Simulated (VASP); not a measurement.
# Cu (Fm-3m) in VASP: further runs

The runs below take Cu through single point, relaxation of volume and atoms at fixed shape, with LDA.

Everything below comes from runs of VASP 6.6.1. Logs are shortened: lines on timing, memory, paths and dates and some standing lists are left out, and cuts for length are marked.

## (1) The cell of the first run

It takes space group Fm-3m (No. 225, cubic). Conventional cell: a = 3.517 Å, b = 3.517 Å, c = 3.517 Å, α = 90.00°, β = 90.00°, γ = 90.00°. Cu (site symmetry m-3m) has 12 Cu at 2.49 Å within 3.3 Å.

## (2) Single point, LDA

INCAR reads:

```
PREC = Accurate ; ENCUT = 520
EDIFF = 1E-6 ; ISMEAR = 0
SIGMA = 0.1 ; LREAL = F
LASPH = T ; NELM = 80
ALGO = Normal ; ISIF = 2
LWAVE = F ; LCHARG = T
GGA = CA ; LELF = T
LVHAR = T ; NBANDS = 12
```

KPOINTS reads:

```
Automatic mesh
0
Gamma
  19 19 19
```

POSCAR reads:

```
Cu
1.0
    0.0000000000      1.7587360327      1.7587360327
    1.7587360327      0.0000000000      1.7587360327
    1.7587360327      1.7587360327      0.0000000000
Cu
1
Direct
    0.0000000000      0.0000000000      0.0000000000
```

Potentials or basis: VASP PAW LDA potentials, release 64 (Cu).

Started as:

```bash
$ cat potpaw_LDA.64/Cu/POTCAR > POTCAR
$ mpirun -np 1 vasp_std > vasp.out
```

OUTCAR:

```text
PREC = Accurate
   ENCUT = 520
   EDIFF = 1E-6
   ISMEAR = 0
   LREAL = F
   LASPH = T
   NELM = 80
   ISIF = 2
   GGA = CA

 ion  position               nearest neighbor table
   1  0.000  0.000  0.000-

  LATTYP: Found a face centered cubic cell.
 ALAT       =     3.5174720654

  Lattice vectors:

 A1 = (   0.0000000000,   1.7587360327,   1.7587360327)
 A2 = (   1.7587360327,   0.0000000000,   1.7587360327)
 A3 = (   1.7587360327,   1.7587360327,   0.0000000000)

Analysis of symmetry for initial positions (statically):
=====================================================================
 Subroutine PRICEL returns:
 Original cell was already a primitive cell.

 Routine SETGRP: Setting up the symmetry group for a
 face centered cubic supercell.

 Subroutine GETGRP returns: Found 48 space group operations
 (whereof 48 operations were pure point group operations)
 out of a pool of 48 trial point group operations.

The static configuration has the point symmetry O_h .

Analysis of symmetry for dynamics (positions and initial velocities):
=====================================================================
 Subroutine PRICEL returns:
 Original cell was already a primitive cell.

 Routine SETGRP: Setting up the symmetry group for a
 face centered cubic supercell.

 Subroutine GETGRP returns: Found 48 space group operations
 (whereof 48 operations were pure point group operations)
 out of a pool of 48 trial point group operations.

The dynamic configuration has the point symmetry O_h .

 Subroutine INISYM returns: Found 48 space group operations
 (whereof 48 operations are pure point group operations),
 and found     1 'primitive' translations

----------------------------------------------------------------------------------------

                                     Primitive cell

  volume of cell :      10.8801

  direct lattice vectors                    reciprocal lattice vectors
     0.000000000  1.758736033  1.758736033    -0.284295079  0.284295079  0.284295079
     1.758736033  0.000000000  1.758736033     0.284295079 -0.284295079  0.284295079
     1.758736033  1.758736033  0.000000000     0.284295079  0.284295079 -0.284295079

  length of vectors
     2.487228350  2.487228350  2.487228350     0.492413522  0.492413522  0.492413522

  position of ions in fractional coordinates (direct lattice)
     0.000000000  0.000000000  0.000000000

  ion indices of the primitive-cell ions
   primitive index   ion index
                 1           1

----------------------------------------------------------------------------------------

 KPOINTS: Automatic mesh

Automatic generation of k-mesh.
 Grid dimensions read from file:
 generate k-points for:   19   19   19

 Generating k-lattice:

  Cartesian coordinates                     Fractional coordinates (reciprocal lattice)
    -0.014962899  0.014962899  0.014962899     0.052631579  0.000000000  0.000000000
     0.014962899 -0.014962899  0.014962899     0.000000000  0.052631579  0.000000000
     0.014962899  0.014962899 -0.014962899     0.000000000  0.000000000  0.052631579

  Length of vectors
     0.025916501  0.025916501  0.025916501

  Shift w.r.t. Gamma in fractional coordinates (k-lattice)
     0.000000000  0.000000000  0.000000000

 Subroutine IBZKPT returns following result:
 ===========================================

 Found    220 irreducible k-points:

 Following reciprocal coordinates:
            Coordinates               Weight
  0.000000  0.000000  0.000000      1.000000
  0.052632  0.000000  0.000000      8.000000
  0.105263  0.000000  0.000000      8.000000
  0.157895  0.000000  0.000000      8.000000
  0.210526  0.000000  0.000000      8.000000
  0.263158  0.000000  0.000000      8.000000
[... 16 lines left out ...]
 -0.315789  0.052632  0.000000     24.000000
 -0.263158  0.052632  0.000000     24.000000
 [... further k-points ...]
   k-points           NKPTS =    220   k-points in BZ     NKDIM =    220   number of bands    NBANDS=     12
   number of dos      NEDOS =    301   number of ions     NIONS =      1
   total plane-waves  NPLWV =   5832
   dimension x,y,z NGX =    18 NGY =   18 NGZ =   18
   dimension x,y,z NGXF=    36 NGYF=   36 NGZF=   36
   ions per type =               1
   NGX,Y,Z   is equivalent  to a cutoff of  12.03, 12.03, 12.03 a.u.
   NGXF,Y,Z  is equivalent  to a cutoff of  24.06, 24.06, 24.06 a.u.
 SYSTEM =  unknown system
   PREC   = accura    normal or accurate (medium, high low for compatibility)
   ISTART =      0    job   : 0-new  1-cont  2-samecut
   ICHARG =      2    charge: 1-file 2-atom 10-const
   ISPIN  =      1    spin polarized calculation?
   LNONCOLLINEAR =      F non collinear calculations
   LSORBIT =      F    spin-orbit coupling
   LASPH  =      T    aspherical Exc in radial PAW
   ENCUT  =  520.0 eV  38.22 Ry    6.18 a.u.   4.62  4.62  4.62*2*pi/ulx,y,z
   NELM   =     80;   NELMIN=  2; NELMDL= -5     # of ELM steps
   EDIFF  = 0.1E-05   stopping-criterion for ELM
   LREAL  =      F    real-space projection
   EDIFFG = 0.1E-04   stopping-criterion for IOM
   NSW    =      0    number of steps for IOM
   IBRION =     -1    ionic relax: 0-MD 1-quasi-New 2-CG
   NFREE  =      0    steps in history (QN), initial steepest desc. (CG)
   ISIF   =      2    stress and relaxation
   ISYM   =      2    0-nonsym 1-usesym 2-fastsym
   POTIM  = 0.5000    time-step for ionic-motion
   TEBEG  =    0.0;   TEEND  =   0.0 temperature during run
   PSTRESS=    0.0 pullay stress
   NELECT =      11.0000    total number of electrons
   NUPDOWN=      -1.0000    fix difference up-down
   EMIN   =  10.00;   EMAX   =-10.00  energy-range for DOS
   EFERMI =   0.00;   METHOD = LEGACY
   ISMEAR =     0;   SIGMA  =   0.10  broadening in eV -4-tet -1-fermi 0-gaus
   EFERMI_NEDOS =   21; number of points for ismear=-14 and -15
   IALGO  =     38    algorithm
   IMIX   =      4    mixing-type and parameters
     AMIX     =   0.40;   BMIX     =  1.00
     AMIX_MAG =   1.60;   BMIX_MAG =  1.00
  volume/ion in A,a.u.               =      10.88        73.42
  Fermi-wavevector in a.u.,A,eV,Ry     =   1.643091  3.104993 36.732322  2.699749
  Thomas-Fermi vector in A             =   2.733284
   LORBIT       =      0    0 simple, 1 ext, 2 COOP (PROOUT), +10 PAW based schemes
   GGA     = CA    functional components
   LHFCALC =     F    Hartree Fock is set to
   AEXX    =    0.0000 exact exchange contribution
   IVDW    =     0    specifies the selected vdW correction
   LEPSILON=     F    determine dielectric tensor
   LRPA    =     F    only Hartree local field effects (RPA)
 non-spin polarized calculation
 Gauss-broadening in eV      SIGMA  =   0.10
  energy-cutoff  :      520.00
  volume of cell :       10.88
 maximum number of plane-waves:       305
   NGX =  9   NGY =  9   NGZ =  9

 number of electron      10.9999994 magnetization

 Free energy of the ion-electron system (eV)
  ---------------------------------------------------
  ext. energy  EPLUGINS =         0.00000000
  ---------------------------------------------------
  free energy    TOTEN  =        -4.70696820 eV

  energy without entropy =       -4.70510715  energy(sigma->0) =       -4.70603768

 E-fermi :   8.4824     XC(G=0): -13.5897

 val. band max:        8.4601736148   @ k =  -0.3684   0.1579   0.0526
 cond. band min:       8.4890177821   @ k =   0.4737   0.3684   0.0526
 fundamental gap:      0.0288441672
 Fermi energy:         8.4823962027

 k-point     1 :       0.0000    0.0000    0.0000
  band No.  band energies     occupation
      1      -1.5779      2.00000
      2       5.0680      2.00000
      3       5.0680      2.00000
      4       5.0680      2.00000
      5       6.0185      2.00000
      6       6.0185      2.00000
      7      31.7404      0.00000
      8      34.8661      0.00000
      9      34.8661      0.00000
     10      34.8661      0.00000
     11      37.4840      0.00000
     12      37.4840      0.00000

 k-point     2 :       0.0526    0.0000    0.0000
  band No.  band energies     occupation
      1      -1.4707      2.00000
      2       5.0432      2.00000
      3       5.0899      2.00000
      4       5.0899      2.00000
      5       6.0096      2.00000
      6       6.0096      2.00000
      7      31.2492      0.00000
      8      33.4626      0.00000
      9      34.5335      0.00000
     10      34.5335      0.00000
     11      37.9591      0.00000
     12      37.9591      0.00000

 k-point     3 :       0.1053    0.0000    0.0000
  band No.  band energies     occupation
      1      -1.1527      2.00000
      2       4.9752      2.00000
      3       5.1479      2.00000
      4       5.1479      2.00000
      5       5.9901      2.00000
      6       5.9901      2.00000
      7      29.1418      0.00000
      8      32.6527      0.00000
      9      33.8999      0.00000
     10      33.8999      0.00000
     11      38.9667      0.00000
     12      38.9667      0.00000

 k-point     4 :       0.1579    0.0000    0.0000
  band No.  band energies     occupation
      1      -0.6359      2.00000
      2       4.8833      2.00000
      3       5.2163      2.00000
      4       5.2163      2.00000
      5       5.9842      2.00000
      6       5.9842      2.00000
      7      26.3706      0.00000
      8      32.3690      0.00000
      9      33.2771      0.00000
     10      33.2771      0.00000
     11      39.3256      0.00000
     12      39.7806      0.00000

 k-point     5 :       0.2105    0.0000    0.0000
  band No.  band energies     occupation
      1       0.0543      2.00000
      2       4.8016      2.00000
      3       5.2549      2.00000
      4       5.2549      2.00000
      5       6.0289      2.00000
      6       6.0289      2.00000
      7      23.5790      0.00000
      8      32.0416      0.00000
      9      32.7469      0.00000
     10      32.7469      0.00000
     11      39.1683      0.00000
     12      39.1684      0.00000

 k-point     6 :       0.2632    0.0000    0.0000
  band No.  band energies     occupation
      1       0.8646      2.00000
      2       4.7883      2.00000
      3       5.2391      2.00000
      4       5.2391      2.00000
      5       6.1424      2.00000
      6       6.1424      2.00000
      7      20.8909      0.00000
      8      31.6130      0.00000
      9      32.3269      0.00000
     10      32.3269      0.00000
     11      37.9132      0.00000
     12      37.9132      0.00000

 k-point     7 :       0.3158    0.0000    0.0000
  band No.  band energies     occupation
      1       1.6830      2.00000
      2       4.9493      2.00000
      3       5.1846      2.00000
      4       5.1846      2.00000
      5       6.2994      2.00000
      6       6.2994      2.00000
      7      18.3603      0.00000
      8      31.1458      0.00000
      9      32.0164      0.00000
     10      32.0164      0.00000
     11      36.7333      0.00000
     12      36.7333      0.00000

 k-point     8 :       0.3684    0.0000    0.0000
  band No.  band energies     occupation
      1       2.3223      2.00000
      2       5.1204      2.00000
      3       5.1204      2.00000
      4       5.4399      2.00000
      5       6.4583      2.00000
      6       6.4583      2.00000
      7      16.0468      0.00000
      8      30.7226      0.00000
      9      31.8075      0.00000
     10      31.8075      0.00000
     11      35.7734      0.00000
     12      35.7734      0.00000
[... 166 lines left out ...]
 k-point    20 :      -0.4737    0.0526    0.0000
  band No.  band energies     occupation
      1       2.8633      2.00000
      2       4.9959      2.00000
      3       5.0698      2.00000
      4       6.2311      2.00000
      5       6.6506      2.00000
      6       7.7087      2.00000
      7      12.6103      0.00000
      8      29.3334      0.00000
      9      30.9021      0.00000
     10      31.0133      0.00000
     11      35.4361      0.00000
     12      35.9944      0.00000

 k-point    21 :      -0.4211    0.0526    0.0000
  band No.  band energies     occupation
      1       2.7884      2.00000
      2       5.0218      2.00000
      3       5.0854      2.00000
      4       6.0393      2.00000
      5       6.5693      2.00000
      6       7.2624      2.00000
      7      13.5773      0.00000
      8      29.1084      0.00000
      9      31.0091      0.00000
     10      31.6776      0.00000
     11      35.1189      0.00000
     12      36.3430      0.00000

 k-point    22 :      -0.3684    0.0526    0.0000
  band No.  band energies     occupation
      1       2.5375      2.00000
      2       5.0748      2.00000
      3       5.1289      2.00000
      4       5.4955      2.00000
      5       6.4297      2.00000
      6       6.8156      2.00000
      7      15.4030      0.00000
      8      29.0069      0.00000
      9      31.3588      0.00000
     10      32.4995      0.00000
     11      35.0407      0.00000
     12      36.7960      0.00000

 k-point    23 :      -0.3158    0.0526    0.0000
  band No.  band energies     occupation
      1       2.0020      2.00000
      2       4.9840      2.00000
      3       5.1449      2.00000
      4       5.1919      2.00000
      5       6.2541      2.00000
      6       6.5568      2.00000
      7      17.6308      0.00000
      8      29.0545      0.00000
      9      31.8872      0.00000
     10      33.3421      0.00000
     11      35.3173      0.00000
     12      37.2601      0.00000

 k-point    24 :      -0.2632    0.0526    0.0000
  band No.  band energies     occupation
      1       1.2266      2.00000
      2       4.7649      2.00000
      3       5.2128      2.00000
      4       5.2568      2.00000
      5       6.0757      2.00000
      6       6.3560      2.00000
      7      20.1002      0.00000
      8      29.2517      0.00000
      9      32.5187      0.00000
     10      33.9835      0.00000
     11      36.1382      0.00000
     12      37.5877      0.00000

 [... further k-points ...]
[... 5 lines left out ...]
  --------------------------------------------------------------------------------------
  -------------------------------------------------------------------------------------
  Total        0.0586327      0.0586327      0.0586327     -0.0000000      0.0000000      0.0000000
  in kB        8.6341256      8.6341256      8.6341256     -0.0000000      0.0000000      0.0000000
  external PRESSURE =       8.6341256 kB  Pullay stress =       0.0000000 kB

 VOLUME and BASIS-vectors are now :
 -----------------------------------------------------------------------------
  energy-cutoff  :      520.00
  volume of cell :       10.88
      direct lattice vectors                 reciprocal lattice vectors
     0.000000000  1.758736033  1.758736033    -0.284295079  0.284295079  0.284295079
     1.758736033  0.000000000  1.758736033     0.284295079 -0.284295079  0.284295079
     1.758736033  1.758736033  0.000000000     0.284295079  0.284295079 -0.284295079

 POSITION                                       TOTAL-FORCE (eV/Angst)
 -----------------------------------------------------------------------------------
      0.00000      0.00000      0.00000         0.000000      0.000000     -0.000000
 -----------------------------------------------------------------------------------
    total drift:                                0.000000     -0.000000      0.000000

  FREE ENERGIE OF THE ION-ELECTRON SYSTEM (eV)
  ---------------------------------------------------
  free  energy   TOTEN  =        -4.7069681977 eV

  energy  without entropy=       -4.7051071532  energy(sigma->0) =       -4.70603768
```

Wall time 12 s (1 thread of AMD EPYC 9R45 (Zen 5), shared host); peak memory 0.1 GiB.

What came out:

- Free energy: -4.7070 eV
- Pressure: 0.9 GPa

## (3) Relaxation of volume and atoms at fixed shape, LDA

This run uses another cell than the first one, of 11.81 Å³/atom, 1.086 times its volume.

INCAR reads:

```
SYSTEM = Cu
PREC = Accurate ; ENCUT = 600
EDIFF = 1E-6 ; ISMEAR = 0
SIGMA = 0.1 ; LREAL = .FALSE.
LASPH = .TRUE. ; NELM = 100
ALGO = Normal ; ISIF = 8
LWAVE = .FALSE. ; LCHARG = .FALSE.
GGA = CA ; IBRION = 2
NSW = 80 ; EDIFFG = -0.03
```

KPOINTS reads:

```
regular mesh
0
G
  19 19 19
  0 0 0
```

POSCAR reads:

```
Cu
1.0
    0.0000000000      1.8075000000      1.8075000000
    1.8075000000      0.0000000000      1.8075000000
    1.8075000000      1.8075000000      0.0000000000
Cu
1
Direct
    0.0000000000      0.0000000000      0.0000000000
```

Potentials or basis: VASP PAW LDA potentials, release 64 (Cu).

Started as:

```bash
$ cat potpaw_LDA.64/Cu/POTCAR > POTCAR
$ mpirun -np 1 vasp_std > vasp.out
```

Wall time 26 s (1 thread of AMD EPYC 9R45 (Zen 5), shared host); peak memory 0.12 GiB.

Results (log left out):

```yaml
Free_energy: -4.7076 eV
Relaxed_volume: 10.93 Å³/atom
Relaxed_cell: a = 2.491 Å, b = 2.491 Å, c = 2.491 Å, α = 60.00°, β = 60.00°, γ = 60.00°
Space_group_after_relaxing_to_0.05_Å: Fm-3m (No. 225)
Energy_gained_by_relaxing: 35.0 meV/atom
Ionic_steps: 3
Pressure_after_relaxing: -0.1 GPa
```

The path:
```csv
step,energy change (eV),largest force (eV/Å),pressure (GPa),volume (Å³)
1,0.0000,0.0000,-11.78,11.81
2,-0.0178,0.0000,10.68,10.39
3,-0.0350,0.0000,-0.08,10.93
```

Final structure:
```
Cu
1.0
     0.00000    1.76162    1.76162
     1.76162    0.00000    1.76162
     1.76162    1.76162    0.00000
Cu
1
Direct
  0.00000 0.00000 0.00000
```

Levels at points of the mesh, in eV from the Fermi level:
| k point | band 2 | band 3 | band 4 | band 5 | band 6 | band 7 | band 8 | band 9 |
| --- | --- | --- | --- | --- | --- | --- | --- | --- |
| (0.00, 0.00, 0.00) | -3.40 | -3.40 | -3.40 | -2.45 | -2.45 | 23.22 | 26.31 | 26.31 |

LDA usually gives volumes a few per cent too small. Zero-point motion and thermal expansion aren't in these numbers.
